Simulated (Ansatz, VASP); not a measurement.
# Two plane-wave programs on Ru

```
Ru
1.0
     2.71993    0.00000    0.00000
    -1.35996    2.35553    0.00000
     0.00000    0.00000    4.29652
Ru
2
Direct
  0.33333 0.66667 0.25000
  0.66667 0.33333 0.75000
```

Alike in both runs: functional PBE; k mesh 18 × 18 × 10; occupations gaussian, width 0.1 eV; no spin polarisation.

Ansatz relaxed the structure, and its values are those at the end. VASP's run is a single point on that final structure, the one shown.

```csv
,VASP,Ansatz
version,VASP 6.6.1,Ansatz 0.2.0
potentials or method,"VASP PAW PBE potentials, release 64 (Ru_pv), cutoff 520 eV","scalar-relativistic, plane waves, PAW"
valence electrons in the cell,28,32
```

```tsv
	VASP	Ansatz	Ansatz less VASP
gap on the k mesh at the Fermi level (eV)	none	none	-
pressure (GPa)	-0.1	0.0	+0.07
```

A gap of «none» marks a metal or a gap that the smearing closes. The functional is the same, so the differences come from potentials, cutoffs and numerics. VASP's potentials hold 28 valence electrons a cell and Ansatz's 32, so a difference there can come from the potentials and not from the codes.
